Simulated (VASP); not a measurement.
Wanted: the native input for a VASP 6.6.1 run.

| Property | Result |
| --- | --- |
| Task | single point |
| Functional | PBEsol |
| Potentials or basis | VASP PAW PBE potentials, release 64 (Cu) |
| Cutoff | 600 eV |
| k mesh | 13 × 13 × 13 |
| Occupations | fermi-dirac, width 0.05 eV |
| Spin | no spin polarisation |
| Dipole correction | no |
| Further INCAR settings | ALGO = Normal; EDIFF = 1e-06; NBANDS = 12 |

The structure of Cu lies in POSCAR:

```
Cu
1.0
    0.0000000000      1.7065005492      1.7065005492
    1.7065005492      0.0000000000      1.7065005492
    1.7065005492      1.7065005492      0.0000000000
Cu
1
Direct
    0.0000000000      0.0000000000      0.0000000000
```

The input as run:

INCAR

```
SYSTEM = Cu
  PREC = Accurate
  ENCUT = 600
  EDIFF = 1E-6
  ISMEAR = -1
  SIGMA = 0.05
  LREAL = .FALSE.
  LASPH = .TRUE.
  NELM = 120
  ALGO = Normal
  ISIF = 2
  LWAVE = .FALSE.
  LCHARG = .FALSE.
  GGA = PS
  NBANDS = 12
  GGA_COMPAT = .FALSE.
```

KPOINTS

```
regular mesh
0
G
  13 13 13
  0 0 0
```

Potentials or basis: VASP PAW PBE potentials, release 64 (Cu).

The run is started by

```console
$ cat potpaw_PBE.64/Cu/POTCAR > POTCAR
$ mpirun -np 1 vasp_std > vasp.out
```

Results of the run:

```
Pressure               : 30.8 GPa
Band gap on the k mesh : zero (an odd number of electrons rules out a gap without spin polarisation)
```

Caveat: the cell stands under pressure; the PAW data sets were made with another functional, which shifts forces and pressure a little.

It took 8.4 s on 1 thread of AMD EPYC 7R13 Processor (Zen 3), on a shared host, peak memory 0.1 GiB.
